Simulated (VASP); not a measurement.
Runs of VASP 6.6.1 on SrO. The structure is that of space group Fm-3m (No. 225), or close to it. The cells are those of the table. 

| level | cell | smearing | gap on the mesh (eV) | pressure (GPa) |
| --- | --- | --- | --- | --- |
| PBE | a = 3.626 Å, angles 60.0°, 2 atoms | fermi-dirac 0.02 eV | 3.26 | (a) |
| PBE | a = 3.608 Å, angles 60.7°, 2 atoms | fermi-dirac 0.02 eV | (b) | 4.0 |
| r2SCAN | a = 3.626 Å, angles 60.0°, 2 atoms | gaussian 0.01 eV | 3.74 | 2.4 |
| r2SCAN | a = 3.608 Å, angles 60.7°, 2 atoms | gaussian 0.01 eV | (c) | 2.2 |

Alike in all rows: task single point; potentials or basis VASP PAW PBE potentials, release 64 (Sr_sv, O); no spin polarisation; k mesh 8 × 8 × 8; cutoff (eV) 520.

Task: Fill in the values left out.

Result: (a) 4.2; (b) 3.24; (c) 3.71.

Caveats: the cell stands under pressure (at least some runs); the PAW data sets were made with another functional, which shifts forces and pressure a little (at least some runs).

A k mesh can miss the band edges, and the runs leave out spin-orbit coupling on Sr.
